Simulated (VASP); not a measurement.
# PbS in VASP: notebook, part 2 of 3

VASP 6.6.1. Earlier steps stand in the parts before.

### 3 Single point, PBEsol (volume scaled by 1.040)

INCAR reads:

```
PREC = Accurate
ENCUT = 520
EDIFF = 1E-6
ISMEAR = 0
SIGMA = 0.05
LREAL = F
LASPH = T
NELM = 80
ALGO = Normal
ISIF = 2
LWAVE = F
LCHARG = T
GGA = PS
LELF = T
LVHAR = T
NBANDS = 17
```

KPOINTS reads:

```
regular mesh
0
Gamma
  10 10 10
```

POSCAR reads:

```
PbS
1.0
    0.0000000000      2.9903978307      2.9903978307
    2.9903978307      0.0000000000      2.9903978307
    2.9903978307      2.9903978307      0.0000000000
Pb S
1 1
Direct
    0.5000000000      0.5000000000      0.5000000000
    0.0000000000      0.0000000000      0.0000000000
```

Potentials or basis: VASP PAW PBE potentials, release 64 (Pb_d, S).

Run with:

```sh
cat potpaw_PBE.64/Pb_d/POTCAR potpaw_PBE.64/S/POTCAR > POTCAR
mpirun -np 1 vasp_std > vasp.out
```

OUTCAR:

```text
PREC = Accurate
   ENCUT = 520
   EDIFF = 1E-6
   ISMEAR = 0
   LREAL = F
   LASPH = T
   NELM = 80
   ISIF = 2
   GGA = PS

 ion  position               nearest neighbor table
   1  0.500  0.500  0.500-   2 2.99   2 2.99   2 2.99   2 2.99   2 2.99   2 2.99
   2  0.000  0.000  0.000-   1 2.99   1 2.99   1 2.99   1 2.99   1 2.99   1 2.99

  LATTYP: Found a face centered cubic cell.
 ALAT       =     5.9807956614

  Lattice vectors:

 A1 = (   0.0000000000,   2.9903978307,   2.9903978307)
 A2 = (   2.9903978307,   0.0000000000,   2.9903978307)
 A3 = (   2.9903978307,   2.9903978307,   0.0000000000)

Analysis of symmetry for initial positions (statically):
=====================================================================
 Subroutine PRICEL returns:
 Original cell was already a primitive cell.

 Routine SETGRP: Setting up the symmetry group for a
 face centered cubic supercell.

 Subroutine GETGRP returns: Found 48 space group operations
 (whereof 48 operations were pure point group operations)
 out of a pool of 48 trial point group operations.

The static configuration has the point symmetry O_h .

Analysis of symmetry for dynamics (positions and initial velocities):
=====================================================================
 Subroutine PRICEL returns:
 Original cell was already a primitive cell.

 Routine SETGRP: Setting up the symmetry group for a
 face centered cubic supercell.

 Subroutine GETGRP returns: Found 48 space group operations
 (whereof 48 operations were pure point group operations)
 out of a pool of 48 trial point group operations.

The dynamic configuration has the point symmetry O_h .

 Subroutine INISYM returns: Found 48 space group operations
 (whereof 48 operations are pure point group operations),
 and found     1 'primitive' translations

----------------------------------------------------------------------------------------

                                     Primitive cell

  volume of cell :      53.4831

  direct lattice vectors                    reciprocal lattice vectors
     0.000000000  2.990397831  2.990397831    -0.167201833  0.167201833  0.167201833
     2.990397831  0.000000000  2.990397831     0.167201833 -0.167201833  0.167201833
     2.990397831  2.990397831  0.000000000     0.167201833  0.167201833 -0.167201833

  length of vectors
     4.229061169  4.229061169  4.229061169     0.289602071  0.289602071  0.289602071

  position of ions in fractional coordinates (direct lattice)
     0.500000000  0.500000000  0.500000000
     0.000000000  0.000000000  0.000000000

  ion indices of the primitive-cell ions
   primitive index   ion index
                 1           1
                 2           2

----------------------------------------------------------------------------------------

 KPOINTS: regular mesh

Automatic generation of k-mesh.
 Grid dimensions read from file:
 generate k-points for:   10   10   10

 Generating k-lattice:

  Cartesian coordinates                     Fractional coordinates (reciprocal lattice)
    -0.016720183  0.016720183  0.016720183     0.100000000  0.000000000  0.000000000
     0.016720183 -0.016720183  0.016720183     0.000000000  0.100000000  0.000000000
     0.016720183  0.016720183 -0.016720183     0.000000000  0.000000000  0.100000000

  Length of vectors
     0.028960207  0.028960207  0.028960207

  Shift w.r.t. Gamma in fractional coordinates (k-lattice)
     0.000000000  0.000000000  0.000000000

 Subroutine IBZKPT returns following result:
 ===========================================

 Found     47 irreducible k-points:

 Following reciprocal coordinates:
            Coordinates               Weight
  0.000000  0.000000  0.000000      1.000000
  0.100000  0.000000  0.000000      8.000000
  0.200000  0.000000  0.000000      8.000000
  0.300000  0.000000  0.000000      8.000000
  0.400000  0.000000  0.000000      8.000000
  0.500000  0.000000  0.000000      4.000000
[... 16 lines left out ...]
  0.300000  0.300000  0.000000      6.000000
  0.400000  0.300000  0.000000     24.000000
 [... further k-points ...]
   k-points           NKPTS =     47   k-points in BZ     NKDIM =     47   number of bands    NBANDS=     17
   number of dos      NEDOS =    301   number of ions     NIONS =      2
   total plane-waves  NPLWV =  32768
   dimension x,y,z NGX =    32 NGY =   32 NGZ =   32
   dimension x,y,z NGXF=    64 NGYF=   64 NGZF=   64
   ions per type =               1   1
   NGX,Y,Z   is equivalent  to a cutoff of  12.58, 12.58, 12.58 a.u.
   NGXF,Y,Z  is equivalent  to a cutoff of  25.16, 25.16, 25.16 a.u.
 SYSTEM =  unknown system
   PREC   = accura    normal or accurate (medium, high low for compatibility)
   ISTART =      0    job   : 0-new  1-cont  2-samecut
   ICHARG =      2    charge: 1-file 2-atom 10-const
   ISPIN  =      1    spin polarized calculation?
   LNONCOLLINEAR =      F non collinear calculations
   LSORBIT =      F    spin-orbit coupling
   LASPH  =      T    aspherical Exc in radial PAW
   ENCUT  =  520.0 eV  38.22 Ry    6.18 a.u.   7.86  7.86  7.86*2*pi/ulx,y,z
   NELM   =     80;   NELMIN=  2; NELMDL= -5     # of ELM steps
   EDIFF  = 0.1E-05   stopping-criterion for ELM
   LREAL  =      F    real-space projection
   EDIFFG = 0.1E-04   stopping-criterion for IOM
   NSW    =      0    number of steps for IOM
   IBRION =     -1    ionic relax: 0-MD 1-quasi-New 2-CG
   NFREE  =      0    steps in history (QN), initial steepest desc. (CG)
   ISIF   =      2    stress and relaxation
   ISYM   =      2    0-nonsym 1-usesym 2-fastsym
   POTIM  = 0.5000    time-step for ionic-motion
   TEBEG  =    0.0;   TEEND  =   0.0 temperature during run
   PSTRESS=    0.0 pullay stress
   NELECT =      20.0000    total number of electrons
   NUPDOWN=      -1.0000    fix difference up-down
   EMIN   =  10.00;   EMAX   =-10.00  energy-range for DOS
   EFERMI =   0.00;   METHOD = LEGACY
   ISMEAR =     0;   SIGMA  =   0.05  broadening in eV -4-tet -1-fermi 0-gaus
   EFERMI_NEDOS =   21; number of points for ismear=-14 and -15
   IALGO  =     38    algorithm
   IMIX   =      4    mixing-type and parameters
     AMIX     =   0.40;   BMIX     =  1.00
     AMIX_MAG =   1.60;   BMIX_MAG =  1.00
  volume/ion in A,a.u.               =      26.74       180.46
  Fermi-wavevector in a.u.,A,eV,Ry     =   1.179449  2.228836 18.927066  1.391100
  Thomas-Fermi vector in A             =   2.315760
   LORBIT       =      0    0 simple, 1 ext, 2 COOP (PROOUT), +10 PAW based schemes
   GGA     = PS    functional components
   LHFCALC =     F    Hartree Fock is set to
   AEXX    =    0.0000 exact exchange contribution
   IVDW    =     0    specifies the selected vdW correction
   LEPSILON=     F    determine dielectric tensor
   LRPA    =     F    only Hartree local field effects (RPA)
 non-spin polarized calculation
 Gauss-broadening in eV      SIGMA  =   0.05
  energy-cutoff  :      520.00
  volume of cell :       53.48
 maximum number of plane-waves:      1459
   NGX = 15   NGY = 15   NGZ = 15

 number of electron      20.0000002 magnetization

 Free energy of the ion-electron system (eV)
  ---------------------------------------------------
  ext. energy  EPLUGINS =         0.00000000
  ---------------------------------------------------
  free energy    TOTEN  =        -9.44284004 eV

  energy without entropy =       -9.44284003  energy(sigma->0) =       -9.44284003

 E-fermi :   5.5109     XC(G=0):  -9.7715

 val. band max:        5.3393353884   @ k =   0.5000   0.0000   0.0000
 cond. band min:       5.6824805280   @ k =   0.5000   0.0000   0.0000
 fundamental gap:      0.3431451396
 Fermi energy:         5.5109172306

 k-point     1 :       0.0000    0.0000    0.0000
  band No.  band energies     occupation
      1     -11.3381      2.00000
      2     -11.3381      2.00000
      3     -11.3381      2.00000
      4     -11.3241      2.00000
      5     -11.3241      2.00000
      6      -8.0154      2.00000
[... 9 lines left out ...]
     16      12.0709      0.00000
     17      13.8801      0.00000

 k-point     2 :       0.1000    0.0000    0.0000
  band No.  band energies     occupation
      1     -11.3377      2.00000
      2     -11.3360      2.00000
      3     -11.3360      2.00000
      4     -11.3248      2.00000
      5     -11.3248      2.00000
      6      -7.9319      2.00000
[... 9 lines left out ...]
     16      12.3171      0.00000
     17      14.7138      0.00000
[... 421 lines left out ...]
 k-point    24 :       0.4000    0.3000    0.0000
  band No.  band energies     occupation
      1     -11.4188      2.00000
      2     -11.3536      2.00000
      3     -11.3107      2.00000
      4     -11.2955      2.00000
      5     -11.2912      2.00000
      6      -6.8101      2.00000
[... 9 lines left out ...]
     16      16.2288      0.00000
     17      16.9531      0.00000

 [... further k-points ...]
[... 5 lines left out ...]
  --------------------------------------------------------------------------------------
  -------------------------------------------------------------------------------------
  Total       -0.7411780     -0.7411780     -0.7411780     -0.0000000      0.0000000     -0.0000000
  in kB      -22.2032308    -22.2032308    -22.2032308     -0.0000000      0.0000000     -0.0000000
  external PRESSURE =     -22.2032308 kB  Pullay stress =       0.0000000 kB

 VOLUME and BASIS-vectors are now :
 -----------------------------------------------------------------------------
  energy-cutoff  :      520.00
  volume of cell :       53.48
      direct lattice vectors                 reciprocal lattice vectors
     0.000000000  2.990397831  2.990397831    -0.167201833  0.167201833  0.167201833
     2.990397831  0.000000000  2.990397831     0.167201833 -0.167201833  0.167201833
     2.990397831  2.990397831  0.000000000     0.167201833  0.167201833 -0.167201833

 POSITION                                       TOTAL-FORCE (eV/Angst)
 -----------------------------------------------------------------------------------
      2.99040      2.99040      2.99040         0.000000     -0.000000      0.000000
      0.00000      0.00000      0.00000        -0.000000      0.000000     -0.000000
 -----------------------------------------------------------------------------------
    total drift:                                0.000000     -0.000000      0.000000

  FREE ENERGIE OF THE ION-ELECTRON SYSTEM (eV)
  ---------------------------------------------------
  free  energy   TOTEN  =        -9.4428400351 eV

  energy  without entropy=       -9.4428400333  energy(sigma->0) =       -9.44284003
```

OSZICAR:

```text
N       E                     dE             d eps       ncg     rms          rms(c)
DAV:   1     0.148273698247E+03    0.14827E+03   -0.97892E+03  1606   0.122E+03
DAV:   2     0.145336011947E+01   -0.14682E+03   -0.14183E+03  1675   0.304E+02
DAV:   3    -0.960017110146E+01   -0.11054E+02   -0.10950E+02  2128   0.865E+01
DAV:   4    -0.985828124096E+01   -0.25811E+00   -0.25784E+00  2022   0.148E+01
DAV:   5    -0.986677721245E+01   -0.84960E-02   -0.84948E-02  2276   0.265E+00    0.414E+00
DAV:   6    -0.944614936314E+01    0.42063E+00   -0.12236E+00  2559   0.760E+00    0.280E+00
DAV:   7    -0.944327166461E+01    0.28777E-02   -0.11012E-01  1938   0.168E+00    0.157E+00
DAV:   8    -0.944312706135E+01    0.14460E-03   -0.12210E-02  1961   0.110E+00    0.231E-01
DAV:   9    -0.944275695879E+01    0.37010E-03   -0.26204E-03  2496   0.387E-01    0.779E-02
DAV:  10    -0.944284144072E+01   -0.84482E-04   -0.21419E-04  1889   0.909E-02    0.463E-02
DAV:  11    -0.944284003689E+01    0.14038E-05   -0.19487E-05  2245   0.437E-02    0.695E-03
DAV:  12    -0.944284003508E+01    0.18044E-08   -0.10900E-06  1631   0.136E-02
   1 F= -.94428400E+01 E0= -.94428400E+01  d E =-.173672E-08
```

Run time: 19 s. Hardware: 1 thread of Intel Xeon 6975P-C (Granite Rapids), shared host; peak memory 0.19 GiB.

Results:

- Free energy: -9.4428 eV
- Pressure: -2.2 GPa
- Band gap on the k mesh: 0.34 eV, direct

Levels at points of the mesh, in eV from the valence-band top:
```tsv
k point	band 6	band 7	band 8	band 9	band 10	band 11	band 12	band 13	band 14	band 15
(0.00, 0.00, 0.00)	-13.35	-6.08	-2.02	-2.02	-2.02	5.11	5.11	5.11	6.73	6.73
(0.50, 0.00, 0.00)	-12.15	-8.73	-1.64	-1.64	0.00	0.34	1.97	1.97	8.49	10.16
(0.50, 0.50, 0.00)	-11.75	-7.18	-5.02	-3.28	-3.28	3.86	5.47	5.57	5.57	11.18
```

Caveat: the PAW data sets were made with another functional, which shifts forces and pressure a little; spin-orbit coupling is left out, which moves the levels of the heavy elements. A k mesh can miss the band edges.

### 4 Single point, PBEsol (atom 2 (S) moved 0.08 Å along x)

INCAR reads:

```
SYSTEM = PbS
PREC     = Accurate       ! precision mode
ENCUT    = 520            ! plane-wave cutoff, eV
EDIFF    = 1E-7           ! SCF threshold, eV
ISMEAR   = 0              ! smearing method
SIGMA    = 0.05           ! smearing width, eV
LREAL    = .FALSE.        ! projectors in reciprocal space
LASPH    = .TRUE.         ! aspherical terms in the spheres
NELM     = 80             ! most SCF steps
ALGO     = Normal         ! electronic algorithm
ISIF     = 2              ! what is computed and relaxed
LWAVE    = .FALSE.        ! write WAVECAR
LCHARG   = .FALSE.        ! write CHGCAR
GGA      = PS             ! functional
NBANDS   = 17             ! bands
```

KPOINTS reads:

```
Automatic mesh
0
G
  10 10 10
  0 0 0
```

POSCAR reads:

```
PbS
1.0
    0.0000000000      2.9515570989      2.9515570989
    2.9515570989      0.0000000000      2.9515570989
    2.9515570989      2.9515570989      0.0000000000
Pb S
1 1
Direct
    0.5000000000      0.5000000000      0.5000000000
   -0.0135521688      0.0135521688      0.0135521688
```

Run with:

```sh
cat potpaw_PBE.64/Pb_d/POTCAR potpaw_PBE.64/S/POTCAR > POTCAR
mpirun -np 1 vasp_std > vasp.out
```

Run time: 39 s. Hardware: 1 thread of Intel Xeon 6975P-C (Granite Rapids), shared host; peak memory 0.23 GiB.

The run converged. Its results:

* Free energy: -9.4552 eV
* Pressure: 0.0 GPa
* Largest force: 0.047 eV/Å
* Band gap on the k mesh: 0.31 eV, direct

Forces on the atoms (eV/Å):
```
Pb   0.047  0.000  0.000
S   -0.047  0.000  0.000
```

Stress tensor (GPa, compression positive):
```
 0.23  0.00  0.00
 0.00 -0.05  0.00
 0.00  0.00 -0.05
```

Levels at points of the mesh, in eV from the valence-band top:
| k point | band 7 | band 8 | band 9 | band 10 | band 11 | band 12 | band 13 | band 14 |
| --- | --- | --- | --- | --- | --- | --- | --- | --- |
| (0.00, 0.00, 0.00) | -5.99 | -2.22 | -2.20 | -2.20 | 5.18 | 5.18 | 5.25 | 6.64 |
| (0.50, 0.00, 0.00) | -8.94 | -1.82 | -1.80 | 0.00 | 0.31 | 1.90 | 1.93 | 8.53 |
| (0.50, 0.50, 0.00) | -7.22 | -5.35 | -3.52 | -3.52 | 3.64 | 5.61 | 5.75 | 5.79 |
| (0.00, 0.50, 0.50) | -7.28 | -5.29 | -3.53 | -3.53 | 3.70 | 5.62 | 5.74 | 5.74 |

Caveat: the cell differs from its parent crystal (atom 2 (S) moved 0.08 Å along x); the PAW data sets were made with another functional, which shifts forces and pressure a little; spin-orbit coupling is left out, which moves the levels of the heavy elements. A k mesh can miss the band edges.

(Part 2 of 3 ends here.)
